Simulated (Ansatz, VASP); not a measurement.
Given: the input of a run of VASP 6.6.1 on MnO.

File INCAR:

```
ALGO = Normal ; EDIFF = 1E-6
EDIFFG = -0.005 ; ENCUT = 600
GGA = PE ; IBRION = 2
ISIF = 3 ; ISMEAR = -1
ISPIN = 2 ; IVDW = 13
LASPH = True ; LCHARG = False
LMAXMIX = 4 ; LORBIT = 11
LREAL = False ; LWAVE = False
MAGMOM = 4 0 ; NELM = 150
NSW = 80 ; PREC = Accurate
SIGMA = 0.05
```

The input KPOINTS:

```
k-points
0
Gamma
  10 10 10
```

POSCAR

```
MnO
1.0
    0.0000000000      2.2239077028      2.2239077028
    2.2239077028      0.0000000000      2.2239077028
    2.2239077028      2.2239077028      0.0000000000
Mn O
1 1
Direct
    0.0000000000      0.0000000000      0.0000000000
    0.5000000000      0.5000000000      0.5000000000
```

Potentials or basis: VASP PAW PBE potentials, release 64 (Mn_pv, O).

Launch:

```bash
$ cat potpaw_PBE.64/Mn_pv/POTCAR potpaw_PBE.64/O/POTCAR > POTCAR
$ mpirun -np 1 vasp_std > vasp.out
```

Question: Translate it to Ansatz 0.2.0. Potentials there: all-electron LAPW, scalar-relativistic.

Answer: As run (the cutoff follows the program's own potentials):

Contents of input.yaml:

```yaml
crystal:
  lattice:
    - [0.0, 2.2239077028, 2.2239077028]
    - [2.2239077028, 0.0, 2.2239077028]
    - [2.2239077028, 2.2239077028, 0.0]
  atoms:
    - { symbol: Mn, position: [0.0, 0.0, 0.0], spin: 4.0 }
    - { symbol: O, position: [0.5, 0.5, 0.5] }
kpoints:
  mp_grid: { grid: [10, 10, 10] }
scf:
  occupations: { method: fermi_dirac, width: 0.05 }
hamiltonian:
  xc: pbe
  dispersion: d4
  pseudopotentials: { kind: all_electron, lapw: { basis_error: 0.001 } }
magnetization:
  spin_polarized: true
output:
  forces: true
  stress: true
relax:
  f_tol: 0.005
  max_steps: 60
  cell: {}
```

Potentials or basis: all-electron LAPW, scalar-relativistic.

The run is started by

```console
$ ansatz run input.yaml --threads 2 --pin off --max-ram 6144MiB --backend cpu --events-out ev --progress --plain --runs-dir out
```

Both were run:

|  | VASP | Ansatz | Ansatz less VASP |
| --- | --- | --- | --- |
| net moment per atom (μB) | 2.34 | 2.34 | -0.002 |
| size of the moment on the site where the two differ most (μB) | 4.26 | 4.20 | -0.059 |
| relaxed volume (Å³/atom) | 10.62 | 10.62 | -0.005 |
| relaxed cell length with the largest relative difference (Å) | 3.109 | 3.108 | -0.0005 |

Site moments also hang on the region over which each program counts them. Ansatz ran all-electron here, and VASP with PAW potentials.
